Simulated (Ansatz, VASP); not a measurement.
Two plane-wave programs on Te2Mo

```
Te Mo
1.0
     3.51820    0.00000    0.00000
    -1.75910    3.04685    0.00000
     0.00000    0.00000   13.97360
Te Mo
4 2
Direct
  0.66667 0.33333 0.37900
  0.33333 0.66667 0.87900
  0.66667 0.33333 0.12100
  0.33333 0.66667 0.62100
  0.66667 0.33333 0.75000
  0.33333 0.66667 0.25000
```

Alike in both runs: task relaxation of cell and atoms; functional LDA; k mesh 9 × 9 × 2; occupations fermi-dirac, width 0.05 eV; no spin polarisation.

```csv
,VASP,Ansatz
version,VASP 6.6.1,Ansatz 0.2.0
potentials or method,"VASP PAW LDA potentials, release 64 (Te, Mo_sv)",Ansatz PAW
plane-wave cutoff (eV),600,420
valence electrons in the cell,52,92
```

Ansatz gave:

```
gap on the k mesh at the Fermi level, each at its own relaxed structure (eV) : 0.72
relaxed volume (Å³/atom)                                                     : 23.96
relaxed cell length with the largest relative difference (Å)                 : 3.472
```

Task: Estimate VASP's values.

Result: gap on the k mesh at the Fermi level, each at its own relaxed structure (eV): 0.70; relaxed volume (Å³/atom): 24.01; relaxed cell length with the largest relative difference (Å): 3.476.

LDA's correlation is that of Perdew and Zunger in VASP and of Perdew and Wang (1992) in Ansatz. VASP's potentials hold 52 valence electrons a cell and Ansatz's 92, so a difference there can come from the potentials and not from the codes.

Neither program's run includes spin-orbit coupling. Noted on Ansatz's run: odd divisions of the mesh miss points on the zone boundary, where band edges often lie, so the gap on the mesh can be too wide; the plane-wave basis is chosen anew once the cell has moved, so the energies of steps on either side of that aren't comparable.
